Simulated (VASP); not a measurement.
# WC (P1) in VASP: a series of runs, part 2 of 2

VASP 6.6.1.

## 4. Single point, PBE

Contents of INCAR:

```
SYSTEM = WC
  PREC = Accurate
  ENCUT = 520
  EDIFF = 1E-6
  ISMEAR = -1
  SIGMA = 0.3
  LREAL = Auto
  LASPH = .TRUE.
  NELM = 80
  ALGO = Normal
  ISIF = 2
  LWAVE = .FALSE.
  LCHARG = .TRUE.
  GGA = PE
  LELF = .TRUE.
  LVHAR = .TRUE.
  NBANDS = 86
```

Contents of KPOINTS:

```
regular mesh
0
G
  2 2 2
  0 0 0
```

Contents of POSCAR:

```
WC
1.0
   -2.9867990000     -5.1732880000      0.0000000000
    4.4801990000     -2.5866440000      0.0000000000
    0.0000000000      0.0000000000      5.8458020000
W C
8 8
Direct
    0.7572161118      0.4922219584     -0.0234356210
    0.7813260066      0.5447891344      0.4539154764
    0.4983757743      0.0060149704     -0.0450066561
    0.4673311427     -0.0073603450      0.4777616484
    0.2247556425      0.4588858504     -0.0424578184
    0.2583047042      0.4468784159      0.4556603183
    0.0127510181      0.0210447634     -0.0080057450
   -0.0475666485      0.0151841429      0.4585854943
    0.4631109454      0.6460470414      0.2177802122
    0.4667396831      0.6026423421      0.6585409496
    0.2869051022      0.1722530344      0.2138628712
    0.2275683778      0.1424715740      0.7216460633
   -0.0038591126      0.6766158392      0.2059255514
    0.0032871467      0.5906474348      0.7269832266
    0.7515741701      0.1433867067      0.2070203541
    0.7306456371      0.1844319099      0.7202946662
```

Potentials or basis: VASP PAW PBE potentials, release 64 (W_sv, C).

Run with:

```sh
$ cat potpaw_PBE.64/W_sv/POTCAR potpaw_PBE.64/C/POTCAR > POTCAR
$ mpirun -np 1 vasp_std > vasp.out
```

OUTCAR:

```text
SYSTEM = WC
   PREC = Accurate
   ENCUT = 520
   EDIFF = 1E-6
   ISMEAR = -1
   LREAL = Auto
   LASPH = .TRUE.
   NELM = 80
   ISIF = 2
   GGA = PE

 ion  position               nearest neighbor table
   1  0.757  0.492  0.977-  14 2.13  13 2.18  16 2.19  15 2.25   9 2.39  10 2.61   5 2.80   2 2.81
                             7 2.88   3 2.96   2 3.07   3 3.08   7 3.13   5 3.19
   2  0.781  0.545  0.454-  13 2.05  14 2.09  10 2.25   9 2.41  16 2.45  15 2.54   8 2.64   1 2.81
                             6 2.89   8 2.92   4 2.98   1 3.07   6 3.17   4 3.42
   3  0.498  0.006  0.955-  11 2.15  16 2.16  15 2.23  12 2.23   9 2.42  10 2.72   4 2.80   5 2.86
                             7 2.91   1 2.96   4 3.06   1 3.08   7 3.08   5 3.27
   4  0.467  0.993  0.478-  11 2.10  12 2.16  10 2.28  16 2.34   9 2.35  15 2.45   6 2.66   3 2.80
                             8 2.90   2 2.98   3 3.06   8 3.08   6 3.09   2 3.42
   5  0.225  0.459  0.958-  14 2.01  12 2.14  11 2.14  13 2.29   9 2.30  10 2.39   7 2.60   1 2.80
                             3 2.86   6 2.92   6 2.94   7 3.18   1 3.19   3 3.27
   6  0.258  0.447  0.456-  10 1.90  11 2.01   9 2.12  12 2.22  14 2.32  13 2.45   4 2.66   8 2.89
                             2 2.89   5 2.92   5 2.94   4 3.09   2 3.17   8 3.46
   7  0.013  0.021  0.992-  15 2.10  12 2.13  13 2.18  11 2.23  16 2.47   5 2.60  14 2.71   8 2.75
                             1 2.88   3 2.91   3 3.08   1 3.13   8 3.14   5 3.18
   8  0.952  0.015  0.459-  15 2.01  16 2.21  13 2.31  12 2.35  11 2.59   2 2.64  14 2.72   7 2.75
                             6 2.89   4 2.90   2 2.92   4 3.08   7 3.14   6 3.46
   9  0.463  0.646  0.218-   6 2.12   5 2.30   4 2.35   1 2.39   2 2.41   3 2.42
  10  0.467  0.603  0.659-   6 1.90   2 2.25   4 2.28   5 2.39   1 2.61   3 2.72
  11  0.287  0.172  0.214-   6 2.01   4 2.10   5 2.14   3 2.15   7 2.23   8 2.59
  12  0.228  0.142  0.722-   7 2.13   5 2.14   4 2.16   6 2.22   3 2.23   8 2.35
  13  0.996  0.677  0.206-   2 2.05   1 2.18   7 2.18   5 2.29   8 2.31   6 2.45
  14  0.003  0.591  0.727-   5 2.01   2 2.09   1 2.13   6 2.32   7 2.71   8 2.72
  15  0.752  0.143  0.207-   8 2.01   7 2.10   3 2.23   1 2.25   4 2.45   2 2.54
  16  0.731  0.184  0.720-   3 2.16   1 2.19   8 2.21   4 2.34   2 2.45   7 2.47

  LATTYP: Found a simple orthorhombic cell.
 ALAT       =     5.1732881480
 B/A-ratio  =     1.1299973697
 C/A-ratio  =     1.1547004841

  Lattice vectors:

 A1 = (   4.4801990000,  -2.5866440000,   0.0000000000)
 A2 = (   0.0000000000,   0.0000000000,   5.8458020000)
[... 173 lines left out ...]
 maximum number of plane-waves:      4904
 NGX is ok and might be reduce to    48
   NGX = 23   NGY = 19   NGZ = 21

 number of electron     143.9999995 magnetization

 Free energy of the ion-electron system (eV)
  ---------------------------------------------------
  ext. energy  EPLUGINS =         0.00000000
  ---------------------------------------------------
  free energy    TOTEN  =      -171.41564626 eV

  energy without entropy =     -169.75124279  energy(sigma->0) =     -170.58344453

 E-fermi :  10.3270     XC(G=0): -13.2742

 val. band max:       10.2882013996   @ k =   0.0000   0.0000   0.5000
 cond. band min:      10.4313839406   @ k =   0.0000   0.0000   0.5000
 fundamental gap:      0.1431825410
 Fermi energy:        10.3270344474

 k-point     1 :       0.0000    0.0000    0.0000
  band No.  band energies     occupation
      1     -64.1197      2.00000
      2     -64.0959      2.00000
      3     -64.0849      2.00000
      4     -64.0663      2.00000
      5     -64.0286      2.00000
      6     -63.9957      2.00000
[... 685 lines left out ...]
     83      13.2158      0.00013
     84      13.3825      0.00008
 [bands above 84 left out]

------------------------ aborting loop because EDIFF is reached ----------------------------------------

  FORCE on cell =-STRESS in cart. coord.  units (eV):
  Direction    XX          YY          ZZ          XY          YZ          ZX
  --------------------------------------------------------------------------------------
  -------------------------------------------------------------------------------------
  Total       -0.9968537     -0.2391745     -4.5802202     -2.2403717     -1.1876355     -1.3953880
  in kB       -8.8408743     -2.1211859    -40.6209572    -19.8693595    -10.5328755    -12.3753867
  external PRESSURE =     -17.1943391 kB  Pullay stress =       0.0000000 kB

 VOLUME and BASIS-vectors are now :
 -----------------------------------------------------------------------------
  energy-cutoff  :      520.00
  volume of cell :      180.65
      direct lattice vectors                 reciprocal lattice vectors
    -2.986799000 -5.173288000  0.000000000    -0.083701641 -0.144975501  0.000000000
     4.480199000 -2.586644000  0.000000000     0.167403283 -0.096650323  0.000000000
     0.000000000  0.000000000  5.845802000     0.000000000  0.000000000  0.171062927

 POSITION                                       TOTAL-FORCE (eV/Angst)
 -----------------------------------------------------------------------------------
     -0.05640     -5.19050      5.70880         1.150271      2.239637     -1.482044
      0.10710     -5.45120      2.65350        -1.219950      5.788857      1.879731
     -1.46160     -2.59380      5.58270        -1.175328      0.889295      1.655280
      3.05140     -4.98524      2.79290        -3.511662     -0.696321     -1.246519
      1.38460     -2.34970      5.59760         1.968564     -5.884478      0.839636
      1.23060     -2.49220      2.66370         5.112853      0.950144     -0.025466
[... 8 lines left out ...]
     -1.60240     -4.25900      1.21020         2.477963      0.028861     -0.253972
     -1.35600     -4.25690      4.21070        -1.396393      0.154329     -0.167430
 -----------------------------------------------------------------------------------
    total drift:                               -0.004576     -0.004324     -0.010248

  FREE ENERGIE OF THE ION-ELECTRON SYSTEM (eV)
  ---------------------------------------------------
  free  energy   TOTEN  =      -171.4156462646 eV

  energy  without entropy=     -169.7512427943  energy(sigma->0) =     -170.58344453
```

stdout:

```text
POSCAR found type information on POSCAR W C
 POSCAR found :  2 types and      16 ions
 scaLAPACK will be used
 LDA part: xc-table for (Slater+PW92), standard interpolation
 POSCAR, INCAR and KPOINTS ok, starting setup
 FFT: planning ... GRIDC
 FFT: planning ... GRID_SOFT
 FFT: planning ... GRID
 WAVECAR not read
 entering main loop
```

Wall time 5.7 min (1 thread of Intel Xeon Platinum 8488C (Sapphire Rapids), shared host); peak memory 0.32 GiB.

Results:

```yaml
Free_energy: -171.4156 eV
Pressure: -1.7 GPa
Largest_force: 6.262 eV/Å
Band_gap_on_the_k_mesh: zero (bands 72 and 73 overlap by 0.16 eV)
```

Forces in eV/Å, atoms in the order of the input:
```
W    1.150  2.240 -1.482
W   -1.220  5.789  1.880
W   -1.175  0.889  1.655
W   -3.512 -0.696 -1.247
W    1.969 -5.884  0.840
W    5.113  0.950 -0.025
W   -2.636  4.141 -2.805
W   -2.004 -2.039  2.357
C   -0.056 -2.568 -1.407
C    1.115 -4.421  4.012
C   -1.086  2.710 -1.423
C   -0.753 -0.214 -0.760
C   -0.514 -0.463 -0.227
C    2.528 -0.616 -0.946
C    2.478  0.029 -0.254
C   -1.396  0.154 -0.167
```

Caveat: the k points lie up to 0.61 Å⁻¹ apart; so wide a smearing shifts energies and pressures; spin-orbit coupling is left out, which moves the levels of the heavy elements; forces of over 1 eV/Å act on the atoms, so gaps and moduli don't describe the material at rest.

## 5. Summary

| cell | gap on the mesh (eV) | pressure (GPa) | largest force (eV/Å) |
| --- | --- | --- | --- |
| as given, atomic positions A | 0.17 | -6.8 | 6.40 |
| as given, atomic positions B | none | -11.9 | 5.06 |
| as given, atomic positions C | none | -1.7 | 6.26 |

Alike in all rows: task single point; level PBE; potentials or basis VASP PAW PBE potentials, release 64 (W_sv, C); no spin polarisation; k mesh 2 × 2 × 2; cutoff (eV) 520; smearing fermi-dirac 0.3 eV.

Caveats: all runs use coarse meshes; so wide a smearing shifts energies and pressures; spin-orbit coupling is left out, which moves the levels of the heavy elements; forces of over 1 eV/Å act on the atoms, so gaps and moduli don't describe the material at rest.

Total energies depend on the potentials used, so only differences within one code and one set of settings carry meaning.

The gap in the log of VASP goes by the Fermi energy; the results here count the filled bands.